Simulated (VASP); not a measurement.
Here is a VASP 6.6.1 calculation.

The input INCAR:

```
SYSTEM = MoSe
PREC = Accurate ; ENCUT = 520
EDIFF = 1E-6 ; ISMEAR = 0
SIGMA = 0.01 ; LREAL = .FALSE.
LASPH = .TRUE. ; NELM = 80
ALGO = Normal ; ISIF = 2
LWAVE = .FALSE. ; LCHARG = .FALSE.
GGA = PE ; NBANDS = 17
```

KPOINTS

```
regular mesh
0
G
  6 6 6
  0 0 0
```

Contents of POSCAR:

```
MoSe
1.0
    0.0000000000      2.8928795100      2.8928795100
    2.8928795100      0.0000000000      2.8928795100
    2.8928795100      2.8928795100      0.0000000000
Mo Se
1 1
Direct
   -0.0034630000     -0.0090930000      0.0151280000
    0.4981490000      0.4951660000      0.5026950000
```

Potentials or basis: VASP PAW PBE potentials, release 64 (Mo_sv, Se).

Run with:

```console
$ cat potpaw_PBE.64/Mo_sv/POTCAR potpaw_PBE.64/Se/POTCAR > POTCAR
$ mpirun -np 1 vasp_std > vasp.out
```

Question: Estimate the pressure.

Answer: -20.3 GPa.

Question: What does it give for the largest force?

Answer: 0.152 eV/Å.

Question: What does it give for the band gap on the k mesh?

Answer: Zero (bands 10 and 11 overlap by 1.18 eV).

Forces on the atoms (eV/Å):
```
Mo   0.084  0.111 -0.061
Se  -0.084 -0.111  0.061
```

Caveat: the cell stands under tension.
